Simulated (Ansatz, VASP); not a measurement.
GePt in VASP and in Ansatz

```
Ge Pt
1.0
     2.06151   -2.44022    0.00000
     2.06151    2.44022    0.00000
     0.00000    0.00000    3.31326
Ge Pt
1 1
Direct
  0.50000 0.50000 0.50000
  0.00000 0.00000 0.00000
```

Change from the starting cell: species swapped into the CsRb type (Cmmm, No. 65).

Alike in both runs: functional PBE; k mesh 7 × 7 × 4; occupations gaussian, width 0.2 eV; no spin polarisation.

Ansatz relaxed the structure, and its values are those at the end. VASP's run is a single point on that final structure, the one shown.

|  | VASP | Ansatz |
| --- | --- | --- |
| version | VASP 6.6.1 | Ansatz 0.2.0 |
| potentials or method | VASP PAW PBE potentials, release 64 (Ge_d, Pt), cutoff 500 eV | scalar-relativistic, plane waves, PAW |
| valence electrons in the cell | 24 | 32 |

```tsv
	VASP	Ansatz	Ansatz less VASP
gap on the k mesh at the Fermi level (eV)	none	none	-
pressure (GPa)	-0.2	-0.2	+0.01
```

A gap of «none» marks a metal or a gap that the smearing closes. VASP's potentials hold 24 valence electrons a cell and Ansatz's 32, so a difference there can come from the potentials and not from the codes.

The k mesh is coarse, so the values compare programs but aren't converged. Neither program's run includes spin-orbit coupling.
